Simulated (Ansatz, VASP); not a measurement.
# ZnPtC6N6: VASP beside Ansatz

```
CELL_PARAMETERS angstrom
0.00000 5.25930 5.25930
5.25930 0.00000 5.25930
5.25930 5.25930 0.00000
ATOMIC_POSITIONS crystal
Zn 0.50000 0.50000 0.50000
Pt 0.00000 0.00000 0.00000
C 0.19025 0.19025 0.80975
C 0.80975 0.80975 0.19025
C 0.80975 0.19025 0.19025
C 0.19025 0.80975 0.80975
C 0.19025 0.80975 0.19025
C 0.80975 0.19025 0.80975
N 0.30014 0.30014 0.69986
N 0.69986 0.69986 0.30014
N 0.69986 0.30014 0.30014
N 0.30014 0.69986 0.69986
N 0.30014 0.69986 0.30014
N 0.69986 0.30014 0.69986
```

Alike in both runs: task electric field gradients; functional PBEsol; k mesh 6 × 6 × 6; occupations fermi-dirac, width 0.05 eV; no spin polarisation.

|  | VASP | Ansatz |
| --- | --- | --- |
| version | VASP 6.6.1 | Ansatz 0.2.0 |
| potentials or method | VASP PAW PBE potentials, release 64 (Zn, Pt, C, N) | plane-wave PAW, scalar-relativistic |
| plane-wave cutoff (eV) | 520 | 420 |
| valence electrons in the cell | 76 | 84 |

|  | VASP | Ansatz | Ansatz less VASP |
| --- | --- | --- | --- |
| gap on the k mesh at the Fermi level (eV) | 4.96 | 5.02 | +0.060 |
| pressure (GPa) | 1.0 | 0.5 | -0.50 |
| rms of the force components (eV/Å) | 0.353 | 0.089 | -0.2638 |
| size of Vzz on the site where it differs most (V/Å²) | 49.9 | 37.3 | -12.63 |

VASP's potentials were made for PBE, not for PBEsol. Atom by atom the forces differ by 0.265 eV/Å (rms over components). One of these differences is far larger than is usual between the two programs; its cause wasn't traced. With one functional, cell and mesh, what is left measures potentials, basis and numerics. VASP's potentials hold 76 valence electrons a cell and Ansatz's 84, so a difference there can come from the potentials and not from the codes.

Neither program's run includes spin-orbit coupling. Noted on VASP's run: the standard files for N, O and F lose accuracy on very short bonds.
